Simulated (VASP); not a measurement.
Runs of VASP 6.6.1 on Pt. The structure is that of space group P6_3/mmc (No. 194), or close to it. The cells are those of the table. 

| task | level | potentials or basis | cell | k mesh | cutoff (eV) | smearing | second run | ions in elastic constants | gap on the mesh (eV) | pressure (GPa) |
| --- | --- | --- | --- | --- | --- | --- | --- | --- | --- | --- |
| single point | PBE | VASP PAW PBE potentials, release 64 (Pt) | a = 2.761, b = 2.761, c = 4.792 Å, angles 90.0, 90.0, 120.0°, 2 atoms | 11 × 11 × 6 | 520 | fermi-dirac 0.05 eV | - | - | none | -1.1 |
| single point | LDA | VASP PAW LDA potentials, release 64 (Pt) | a = 2.742, b = 2.742, c = 4.760 Å, angles 90.0, 90.0, 120.0°, 2 atoms | 11 × 11 × 6 | 520 | fermi-dirac 0.05 eV | - | - | none | -10.4 |
| single point | r2SCAN | VASP PAW PBE potentials, release 64 (Pt) | a = 2.761, b = 2.761, c = 4.792 Å, angles 90.0, 90.0, 120.0°, 2 atoms | 11 × 11 × 6 | 520 | fermi-dirac 0.05 eV | - | - | none | -5.7 |
| single point | r2SCAN | VASP PAW PBE potentials, release 64 (Pt) | a = 2.797, b = 2.797, c = 4.855 Å, angles 90.0, 90.0, 120.0°, 2 atoms | 11 × 11 × 6 | 520 | fermi-dirac 0.05 eV | - | - | none | (a) |
| single point | r2SCAN | VASP PAW PBE potentials, release 64 (Pt) | a = 2.761, b = 2.761, c = 4.792 Å, angles 90.0, 90.0, 120.0°, 2 atoms | 8 × 8 × 4 | 520 | gaussian 0.005 eV | - | - | none | -5.3 |
| single point | r2SCAN | VASP PAW PBE potentials, release 64 (Pt_sv_GW) | a = 2.704, b = 2.704, c = 4.694 Å, angles 90.0, 90.0, 120.0°, 2 atoms | 11 × 11 × 6 | 550 | fermi-dirac 0.05 eV | valence_matched | - | none | 8.6 |
| single point | LDA | VASP PAW LDA potentials, release 64 (Pt) | a = 2.723, b = 2.723, c = 4.727 Å, angles 90.0, 90.0, 120.0°, 2 atoms | 11 × 11 × 6 | 520 | fermi-dirac 0.05 eV | - | - | none | (b) |
| single point | PBEsol | VASP PAW PBE potentials, release 64 (Pt) | a = 2.761, b = 2.761, c = 4.840 Å, angles 90.0, 90.0, 120.0°, 2 atoms | 9 × 9 × 5 | 520 | fermi-dirac 0.05 eV | - | - | none | -13.4 |
| single point | r2SCAN | VASP PAW PBE potentials, release 64 (Pt) | a = 2.723, b = 2.723, c = 4.727 Å, angles 90.0, 90.0, 120.0°, 2 atoms | 11 × 11 × 6 | 520 | fermi-dirac 0.05 eV | - | - | none | 5.1 |
| single point | PBEsol | VASP PAW PBE potentials, release 64 (Pt) | a = 2.761, b = 2.761, c = 4.744 Å, angles 90.0, 90.0, 120.0°, 2 atoms | 9 × 9 × 5 | 520 | fermi-dirac 0.05 eV | - | - | none | -9.5 |
| single point | LDA | VASP PAW LDA potentials, release 64 (Pt_sv_GW) | a = 2.797, b = 2.797, c = 4.855 Å, angles 90.0, 90.0, 120.0°, 2 atoms | 11 × 11 × 6 | 500 | fermi-dirac 0.05 eV | valence_matched | - | none | -25.4 |

Alike in all rows: no spin polarisation.

**Question.** Estimate the missing entries.

**Answer.** (a) -13.9; (b) -5.1.

Caveats: spin-orbit coupling is left out, which moves the levels of the heavy elements; the PAW data sets were made with another functional, which shifts forces and pressure a little (some runs).

A k mesh can miss the band edges, and the runs leave out spin-orbit coupling on Pt.

A gap of «none» marks levels without a gap at the run's occupations.

The runs don't all hold the same shells in valence.
